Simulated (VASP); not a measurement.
Here is a VASP 6.6.1 calculation.

INCAR

```
SYSTEM = Ag
  PREC = Accurate
  ENCUT = 520
  EDIFF = 1E-7
  ISMEAR = 1
  SIGMA = 0.2
  LREAL = .False.
  LASPH = .True.
  NELM = 60
  ALGO = Normal
  ISIF = 2
  LWAVE = .False.
  LCHARG = .True.
  GGA = CA
  LELF = .True.
  LVHAR = .True.
  NBANDS = 12
```

Contents of KPOINTS:

```
regular mesh
0
Gamma
  13 13 13
  0 0 0
```

POSCAR

```
Ag
1.0
    0.0000000000      1.9996579419      1.9996579419
    1.9996579419      0.0000000000      1.9996579419
    1.9996579419      1.9996579419      0.0000000000
Ag
1
Direct
    0.0000000000      0.0000000000      0.0000000000
```

Potentials or basis: VASP PAW LDA potentials, release 64 (Ag).

The run is started by

```console
$ cat potpaw_LDA.64/Ag/POTCAR > POTCAR
$ mpirun -np 1 vasp_std > vasp.out
```

Question: What does it give for the pressure?

Answer: 0.1 GPa.
